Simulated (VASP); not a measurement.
Input of a VASP 6.6.1 run:

File INCAR:

```
PREC = Accurate ; ENCUT = 520
EDIFF = 1E-7 ; ISMEAR = -1
SIGMA = 0.05 ; LREAL = F
LASPH = T ; NELM = 150
ALGO = Normal ; ISIF = 2
LWAVE = F ; LCHARG = F
ISPIN = 2 ; MAGMOM = 4 0 0
LORBIT = 11 ; LMAXMIX = 4
GGA = CA ; NBANDS = 24
```

Contents of KPOINTS:

```
Automatic mesh
0
Gamma
  11 11 11
```

The input POSCAR:

```
MnO2
1.0
    1.4091292993      0.8135611802      4.5219789117
   -1.4091292993      0.8135611802      4.5219789117
    0.0000000000     -1.6271223606      4.5219789117
Mn O
1 2
Direct
    0.0000000000      0.0000000000      0.0000000000
    0.7356355100      0.7356355100      0.7356355100
    0.2643644900      0.2643644900      0.2643644900
```

Potentials or basis: VASP PAW LDA potentials, release 64 (Mn_pv, O).

Command:

```sh
$ cat potpaw_LDA.64/Mn_pv/POTCAR potpaw_LDA.64/O/POTCAR > POTCAR
$ mpirun -np 1 vasp_std > vasp.out
```

**Question.** Predict the band gap on the k mesh.

**Answer.** 0.19 eV, indirect (least direct gap 0.23 eV).

**Question.** Predict the largest force.

**Answer.** 0.157 eV/Å.

**Question.** Predict the site moments.

**Answer.** Mn +2.75; O +0.08 μB.

Stress tensor (GPa, compression positive):
```
1.06 0.00 0.00
0.00 1.06 0.00
0.00 0.00 0.42
```

Caveat: a cell with one magnetic atom can't hold antiferromagnetic order, which such compounds often take. A k mesh can miss the band edges.
